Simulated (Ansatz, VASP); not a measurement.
## Mg2SO in VASP and in Ansatz

The input INCAR:

```
SYSTEM = Mg2SO
PREC = Accurate
ENCUT = 520
EDIFF = 1E-6
ISMEAR = 0
SIGMA = 0.01
LREAL = .FALSE.
LASPH = .TRUE.
NELM = 80
ALGO = Normal
ISIF = 2
LWAVE = .FALSE.
LCHARG = .FALSE.
GGA = PE
NBANDS = 16
```

The input KPOINTS:

```
regular mesh
0
G
  6 6 4
  0 0 0
```

The input POSCAR:

```
Mg2SO
1.0
    3.7224387127      0.0000000000      0.0000000000
    0.0000000000      3.7224387127      0.0000000000
    0.0000000000      0.0000000000      5.0339492793
O Mg S
1 2 1
Direct
    0.0000000000      0.0000000000      0.0000000000
    0.0000000000      0.5000000000      0.8086438575
    0.5000000000      0.0000000000      0.1913561425
    0.5000000000      0.5000000000      0.5000000000
```

Input for Ansatz:

```yaml
crystal:
  lattice:
    - [3.7224387127, 0.0, 0.0]
    - [0.0, 3.7224387127, 0.0]
    - [0.0, 0.0, 5.0339492793]
  atoms:
    - { symbol: O, position: [0.0, 0.0, 0.0] }
    - { symbol: Mg, position: [0.0, 0.5, 0.8086438575] }
    - { symbol: S, position: [0.5, 0.5, 0.5] }
    - { symbol: Mg, position: [0.5, 0.0, 0.1913561425] }
kpoints:
  mp_grid: { grid: [6, 6, 4] }
hamiltonian:
  xc: pbe
scf:
  occupations: { method: fixed }
  n_extra_bands: 5
output:
  forces: true
  stress: true
  eigenvalues: true
```

Alike in both runs: task single point; functional PBE; k mesh 6 × 6 × 4; no spin polarisation.

```csv
,VASP,Ansatz
version,VASP 6.6.1,Ansatz 0.2.0
potentials or method,"VASP PAW PBE potentials, release 64 (O, Mg, S)","plane waves, PAW"
plane-wave cutoff (eV),520,420
occupations,"gaussian, width 0.01 eV",fixed
valence electrons in the cell,16,32
```

```csv
,VASP,Ansatz,Ansatz less VASP
gap on the k mesh at the Fermi level (eV),1.46,1.48,+0.020
pressure (GPa),-2.4,-2.2,+0.27
rms of the force components (eV/Å),0.022,0.021,-0.0007
```

VASP's potentials hold 16 valence electrons a cell and Ansatz's 32, so a difference there can come from the potentials and not from the codes.
